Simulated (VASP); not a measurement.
Write the native input for VASP 6.6.1 that does the following.

* Task: single point
* Functional: LDA
* Potentials or basis: VASP PAW LDA potentials, release 64 (Cr_pv)
* Cutoff: 520 eV
* k mesh: 12 × 12 × 7
* Occupations: fermi-dirac, width 0.03 eV
* Spin: non-collinear spin, typed start
* Starting moments: [[0.0, 0.0, 0.5], [0.0, 0.0, 0.5]] μB
* Dipole correction: no
* Further INCAR settings: ALGO = Normal; EDIFF = 1e-06; NBANDS = 36

The structure of Cr lies in POSCAR:

```
Cr
1.0
    2.7140000000      0.0000000000      0.0000000000
   -1.3570000000      2.3503929459      0.0000000000
    0.0000000000      0.0000000000      4.4100000000
Cr
2
Direct
    0.3333333333      0.6666666667      0.2500000000
    0.6666666667      0.3333333333      0.7500000000
```

One way to write it, as run:

INCAR

```
PREC = Accurate ; ENCUT = 520
EDIFF = 1E-6 ; ISMEAR = -1
SIGMA = 0.03 ; LREAL = False
LASPH = True ; NELM = 150
ALGO = Normal ; ISIF = 2
LWAVE = False ; LCHARG = False
LNONCOLLINEAR = True ; MAGMOM = 0 0 0.5 0 0 0.5
LORBIT = 11 ; LMAXMIX = 4
NBANDS = 36
```

KPOINTS

```
Automatic mesh
0
Gamma
  12 12 7
```

Potentials or basis: VASP PAW LDA potentials, release 64 (Cr_pv).

Launch:

```sh
$ cat potpaw_LDA.64/Cr_pv/POTCAR > POTCAR
$ mpirun -np 1 vasp_ncl > vasp.out
```

It gave:

| Quantity | Value |
| --- | --- |
| Pressure | -38.5 GPa |
| Band gap on the k mesh | zero (band 24 reaches 8.74 eV, above the bottom of band 25 at 7.76 eV) |
| Net moment | 1.01 μB per cell |
| Valence electrons inside the program's atomic spheres | Cr 10.73 |

Wall time 4.8 min on 1 thread of Oxide Virtual Turin-like Processor (shared host), peak memory 0.24 GiB.
